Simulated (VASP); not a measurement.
# Sc2Al (P6_3/mmc) in VASP: single point with r2SCAN

Aim: the single point of Sc2Al with r2SCAN.

Everything below comes from runs of VASP 6.6.1. Logs are shortened: lines on timing, memory, paths and dates and some standing lists are left out, and cuts for length are marked.

### Step 1. The cell of the first run

It takes space group P6_3/mmc (No. 194, hexagonal). The conventional cell has a = 4.497 Å, b = 4.497 Å, c = 6.163 Å, α = 90.00°, β = 90.00°, γ = 120.00°. Within 4.0 Å of Sc (site symmetry -3m) lie 8 Sc at 3.02 to 3.08 Å and 6 Al at 3.02 Å. Sc (site symmetry -6m2) has 5 Al at 2.60 to 3.08 Å and 6 Sc at 3.02 Å within 3.4 Å. Within 3.4 Å of Al (site symmetry -6m2) lie 11 Sc at 2.60 to 3.08 Å.

### Step 2. Single point, r2SCAN (strain -0.080 along x and y, +0.000 along z)

Contents of POSCAR:

```
Sc2Al
1.0
    4.4969862416      0.0000000000      0.0000000000
   -2.2484931208      3.8945043257      0.0000000000
    0.0000000000      0.0000000000      6.1633237592
Sc Al
4 2
Direct
    0.0000000000      0.0000000000      0.0000000000
    0.0000000000      0.0000000000      0.5000000000
    0.3333333333      0.6666666667      0.7500000000
    0.6666666667      0.3333333333      0.2500000000
    0.3333333333      0.6666666667      0.2500000000
    0.6666666667      0.3333333333      0.7500000000
```

Contents of INCAR.step1:

```
PREC = Accurate
ENCUT = 520
ISMEAR = 0
SIGMA = 0.15
LREAL = F
LASPH = T
NELM = 80
NBANDS = 34
GGA = PE
ALGO = Normal
EDIFF = 1E-4
LWAVE = T
LCHARG = F
```

Contents of INCAR.step2:

```
PREC = Accurate
ENCUT = 520
EDIFF = 1E-6
ISMEAR = 0
SIGMA = 0.15
LREAL = F
LASPH = T
NELM = 80
ALGO = Normal
ISIF = 2
LWAVE = F
LCHARG = T
METAGGA = R2SCAN
LMIXTAU = T
LELF = T
LVHAR = T
NBANDS = 34
ISTART = 1
```

Contents of KPOINTS:

```
regular mesh
0
Gamma
  12 12 8
```

Potentials or basis: VASP PAW PBE potentials, release 64 (Sc_sv, Al).

The run is started by

```sh
$ cat potpaw_PBE.64/Sc_sv/POTCAR potpaw_PBE.64/Al/POTCAR > POTCAR
$ cp INCAR.step1 INCAR
$ mpirun -np 1 vasp_std > vasp.out
$ cp INCAR.step2 INCAR
$ mpirun -np 1 vasp_std > vasp.out
```

OUTCAR:

```text
PREC = Accurate
   ENCUT = 520
   EDIFF = 1E-6
   ISMEAR = 0
   LREAL = F
   LASPH = T
   NELM = 80
   ISIF = 2
   METAGGA = R2SCAN
   ISTART = 1

 ion  position               nearest neighbor table
   1  0.000  0.000  0.000-   3 3.02   4 3.02   5 3.02   6 3.02   4 3.02   6 3.02   3 3.02   5 3.02
                             4 3.02   6 3.02   3 3.02   5 3.02   2 3.08   2 3.08
   2  0.000  0.000  0.500-   3 3.02   4 3.02   5 3.02   6 3.02   4 3.02   6 3.02   3 3.02   5 3.02
                             4 3.02   6 3.02   3 3.02   5 3.02   1 3.08   1 3.08
   3  0.333  0.667  0.750-   6 2.60   6 2.60   6 2.60   1 3.02   2 3.02   2 3.02   1 3.02   2 3.02
                             1 3.02   5 3.08   5 3.08
   4  0.667  0.333  0.250-   5 2.60   5 2.60   5 2.60   1 3.02   2 3.02   1 3.02   2 3.02   1 3.02
                             2 3.02   6 3.08   6 3.08
   5  0.333  0.667  0.250-   4 2.60   4 2.60   4 2.60   1 3.02   2 3.02   2 3.02   1 3.02   2 3.02
                             1 3.02   3 3.08   3 3.08
   6  0.667  0.333  0.750-   3 2.60   3 2.60   3 2.60   1 3.02   2 3.02   1 3.02   2 3.02   1 3.02
                             2 3.02   4 3.08   4 3.08

  LATTYP: Found a hexagonal cell.
 ALAT       =     4.4969862416
 C/A-ratio  =     1.3705453893

  Lattice vectors:

 A1 = (   4.4969862416,   0.0000000000,   0.0000000000)
 A2 = (  -2.2484931208,   3.8945043257,   0.0000000000)
 A3 = (   0.0000000000,   0.0000000000,   6.1633237592)

Analysis of symmetry for initial positions (statically):
=====================================================================
 Subroutine PRICEL returns:
 Original cell was already a primitive cell.

 Routine SETGRP: Setting up the symmetry group for a
 hexagonal supercell.

 Subroutine GETGRP returns: Found 24 space group operations
 (whereof 12 operations were pure point group operations)
 out of a pool of 24 trial point group operations.

The static configuration has the point symmetry D_3d.
 The point group associated with its full space group is D_6h.

Analysis of symmetry for dynamics (positions and initial velocities):
=====================================================================
 Subroutine PRICEL returns:
 Original cell was already a primitive cell.

 Routine SETGRP: Setting up the symmetry group for a
 hexagonal supercell.

 Subroutine GETGRP returns: Found 24 space group operations
 (whereof 12 operations were pure point group operations)
 out of a pool of 24 trial point group operations.

The dynamic configuration has the point symmetry D_3d.
 The point group associated with its full space group is D_6h.

[... 105 lines left out ...]
   NELM   =     80;   NELMIN=  2; NELMDL=  0     # of ELM steps
   EDIFF  = 0.1E-05   stopping-criterion for ELM
   LREAL  =      F    real-space projection
   EDIFFG = 0.1E-04   stopping-criterion for IOM
   NSW    =      0    number of steps for IOM
   IBRION =     -1    ionic relax: 0-MD 1-quasi-New 2-CG
   NFREE  =      0    steps in history (QN), initial steepest desc. (CG)
   ISIF   =      2    stress and relaxation
   ISYM   =      2    0-nonsym 1-usesym 2-fastsym
   POTIM  = 0.5000    time-step for ionic-motion
   TEBEG  =    0.0;   TEEND  =   0.0 temperature during run
   PSTRESS=    0.0 pullay stress
   NELECT =      50.0000    total number of electrons
   NUPDOWN=      -1.0000    fix difference up-down
   EMIN   =  10.00;   EMAX   =-10.00  energy-range for DOS
   EFERMI =   0.00;   METHOD = LEGACY
   ISMEAR =     0;   SIGMA  =   0.15  broadening in eV -4-tet -1-fermi 0-gaus
   EFERMI_NEDOS =   21; number of points for ismear=-14 and -15
   IALGO  =     38    algorithm
   IMIX   =      4    mixing-type and parameters
     AMIX     =   0.40;   BMIX     =  1.00
     AMIX_MAG =   1.60;   BMIX_MAG =  1.00
  volume/ion in A,a.u.               =      17.99       121.40
  Fermi-wavevector in a.u.,A,eV,Ry     =   1.266685  2.393687 21.830420  1.604491
  Thomas-Fermi vector in A             =   2.399873
   LORBIT       =      0    0 simple, 1 ext, 2 COOP (PROOUT), +10 PAW based schemes
   METAGGA = R2SCAN    functional components
   LHFCALC =     F    Hartree Fock is set to
   AEXX    =    0.0000 exact exchange contribution
   IVDW    =     0    specifies the selected vdW correction
   LEPSILON=     F    determine dielectric tensor
   LRPA    =     F    only Hartree local field effects (RPA)
 non-spin polarized calculation
 Gauss-broadening in eV      SIGMA  =   0.15
  energy-cutoff  :      520.00
  volume of cell :      107.94
 maximum number of plane-waves:      2939
 NGX is ok and might be reduce to    36
   NGX = 17   NGY = 17   NGZ = 23

 number of electron      50.0000004 magnetization

 Free energy of the ion-electron system (eV)
  ---------------------------------------------------
  ext. energy  EPLUGINS =         0.00000000
  ---------------------------------------------------
  free energy    TOTEN  =       -59.99355520 eV

  energy without entropy =      -59.92254786  energy(sigma->0) =      -59.95805153

 E-fermi :   6.1756     XC(G=0): -11.5174

 val. band max:        6.1701382692   @ k =   0.3333   0.1667   0.0000
 cond. band min:       6.1822758061   @ k =   0.3333   0.2500   0.2500
 fundamental gap:      0.0121375369
 Fermi energy:         6.1756000864

 k-point     1 :       0.0000    0.0000    0.0000
  band No.  band energies     occupation
      1     -45.0888      2.00000
      2     -45.0136      2.00000
      3     -44.8891      2.00000
      4     -44.8607      2.00000
      5     -22.9417      2.00000
      6     -22.9417      2.00000
[... 877 lines left out ...]
     33       8.6057      0.00000
     34       9.0721      0.00000

 [... further k-points ...]
[... 5 lines left out ...]
  --------------------------------------------------------------------------------------
  -------------------------------------------------------------------------------------
  Total       15.9571857     15.9571857      4.8296419      0.0000000      0.0000000     -0.0000000
  in kB      236.8525965    236.8525965     71.6864020      0.0000000      0.0000000     -0.0000000
  external PRESSURE =     181.7971983 kB  Pullay stress =       0.0000000 kB

 VOLUME and BASIS-vectors are now :
 -----------------------------------------------------------------------------
  energy-cutoff  :      520.00
  volume of cell :      107.94
      direct lattice vectors                 reciprocal lattice vectors
     4.496986242  0.000000000  0.000000000     0.222371150  0.128386043  0.000000000
    -2.248493121  3.894504326  0.000000000     0.000000000  0.256772086  0.000000000
     0.000000000  0.000000000  6.163323759     0.000000000  0.000000000  0.162250117

 POSITION                                       TOTAL-FORCE (eV/Angst)
 -----------------------------------------------------------------------------------
      0.00000      0.00000      0.00000        -0.000000      0.000000      0.000000
      0.00000      0.00000      3.08166        -0.000000      0.000000      0.000000
     -0.00000      2.59634      4.62249        -0.000000      0.000000      0.000000
      2.24849      1.29817      1.54083        -0.000000      0.000000      0.000000
     -0.00000      2.59634      1.54083        -0.000000      0.000000      0.000000
      2.24849      1.29817      4.62249         0.000000     -0.000000      0.000000
 -----------------------------------------------------------------------------------
    total drift:                               -0.000000      0.000000     -0.000000

  FREE ENERGIE OF THE ION-ELECTRON SYSTEM (eV)
  ---------------------------------------------------
  free  energy   TOTEN  =       -59.9935551958 eV

  energy  without entropy=      -59.9225478628  energy(sigma->0) =      -59.95805153
```

Wall time 24 min (1 thread of Intel Xeon 8259CL, shared host); peak memory 0.44 GiB.

What came out:

| Quantity | Value |
| --- | --- |
| Free energy | -59.9936 eV |
| Pressure | 18.2 GPa |
| Band gap on the k mesh | zero (bands 25 and 26 overlap by 0.99 eV) |

Caveat: the cell differs from its parent crystal (strain -0.080 along x and y, +0.000 along z); the stress differs along the axes, from 7 to 24 GPa; the PAW data sets were made with another functional, which shifts forces and pressure a little.
